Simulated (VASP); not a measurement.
ZnS:

```xyz
4
Lattice="3.9957 0.0000 0.0000 -1.9979 3.2956 0.0000 0.0000 0.0000 6.2440" Properties=species:S:1:pos:R:3 pbc="T T T"
Zn    0.0000    2.2023   -0.0099
Zn    1.9979    1.0933    3.1121
S     0.0000    2.1546    2.3514
S     1.9979    1.1410    5.4734
```

This cell differs from its parent crystal: uniaxial x strain +5.0%.

Base run:

```yaml
Program: VASP 6.6.1
Functional: PBE
Potentials_or_basis: VASP PAW PBE potentials, release 64 (Zn, S)
Cutoff: 520 eV
k_mesh: 12 × 12 × 4
Occupations: fermi-dirac, width 0.02 eV
Spin: no spin polarisation
```

Its results: band gap on the k mesh 1.95 eV; pressure -1.1 GPa; largest force 0.015 eV/Å.

**Question.** The run is repeated on the same cell with these changes: functional from PBE to r2SCAN; occupations from fermi-dirac, width 0.02 eV to gaussian, width 0.01 eV. What comes out?

**Answer.** Band gap on the k mesh 2.51 eV; pressure -3.3 GPa; largest force 0.024 eV/Å.

Caveats: the cell stands under tension (at least some runs); the PAW data sets were made with another functional, which shifts forces and pressure a little (at least some runs).

A k mesh can miss the band edges.
